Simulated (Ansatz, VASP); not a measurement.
GaH6 in VASP and in Ansatz

```
CELL_PARAMETERS angstrom
4.18931 0.00000 0.00000
-2.09466 3.62805 0.00000
0.00000 0.00000 4.90595
ATOMIC_POSITIONS crystal
Ga 0.00000 0.00000 0.50000
H 0.33474 0.00000 0.07837
H 0.00000 0.33474 0.07837
H 0.66526 0.66526 0.07837
H 0.33474 0.00000 0.92163
H 0.00000 0.33474 0.92163
H 0.66526 0.66526 0.92163
```

Alike in both runs: task relaxation of cell and atoms; functional PBE; k mesh 12 × 12 × 8; occupations gaussian, width 0.1 eV; no spin polarisation.

```csv
,VASP,Ansatz
version,VASP 6.6.1,Ansatz 0.2.0
potentials or method,"VASP PAW PBE potentials, release 64 (Ga_d, H), cutoff 600 eV","scalar-relativistic, plane waves, PAW"
valence electrons in the cell,19,19
```

|  | VASP | Ansatz | Ansatz less VASP |
| --- | --- | --- | --- |
| gap on the k mesh at the Fermi level, each at its own relaxed structure (eV) | none | none | - |
| relaxed volume (Å³/atom) | 10.95 | 11.10 | +0.152 |
| relaxed cell length with the largest relative difference (Å) | 5.005 | 5.029 | +0.0234 |

A gap of «none» marks a metal or a gap that the smearing closes.
